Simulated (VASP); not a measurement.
Set up this calculation in VASP 6.6.1, as the native input.

```
Task                   : relaxation of cell and atoms
Functional             : LDA
Potentials or basis    : VASP PAW LDA potentials, release 64 (Hf_pv)
Cutoff                 : 500 eV
k mesh                 : 19 × 19 × 11
Occupations            : methfessel-paxton, width 0.1 eV
Spin                   : no spin polarisation
Dipole correction      : no
Further INCAR settings : ALGO = Normal; EDIFF = 1e-07; IBRION = 2; EDIFFG = -0.005; NSW = 60; ISIF = 3
```

The structure of Hf lies in POSCAR:

```
Hf
1.0
    3.2000000000      0.0000000000      0.0000000000
   -1.6000000000      2.7712812920      0.0000000000
    0.0000000000      0.0000000000      5.0624000000
Hf
2
Direct
    0.0000000000      0.0000000000      0.0000000000
    0.3333333333      0.6666666667      0.5000000000
```

These files were run (other wordings do the same):

INCAR

```
SYSTEM = Hf
ALGO = Normal
EDIFF = 1E-7
EDIFFG = -0.005
ENCUT = 500
GGA_COMPAT = .FALSE.
IBRION = 2
ISIF = 3
ISMEAR = 1
LASPH = .TRUE.
LCHARG = .FALSE.
LREAL = .FALSE.
LWAVE = .FALSE.
NELM = 120
NELMIN = 4
NSW = 60
PREC = Accurate
SIGMA = 0.1
```

KPOINTS

```
k-points
0
G
  19 19 11
  0 0 0
```

Potentials or basis: VASP PAW LDA potentials, release 64 (Hf_pv).

Command:

```bash
$ cat potpaw_LDA.64/Hf_pv/POTCAR > POTCAR
$ mpirun -np 1 vasp_std > vasp.out
```

It gave:

The relaxed volume is 20.84 Å³/atom. The relaxed cell is a = 3.119 Å, b = 3.119 Å, c = 4.947 Å, α = 90.00°, β = 90.00°, γ = 120.00° and the space group after relaxing (to 0.1 Å) is P6_3/mmc (No. 194). The energy gained by relaxing is 41.8 meV/atom and the ionic steps are 6. The pressure after relaxing is 0.0 GPa and the band gap on the k mesh is zero (bands 10 and 11 overlap by 1.51 eV).

Caveat: spin-orbit coupling is left out, which moves the levels of the heavy elements.

It took 9.5 min on 1 thread of Oxide Virtual Turin-like Processor, with other jobs on the host, peak memory 0.22 GiB.
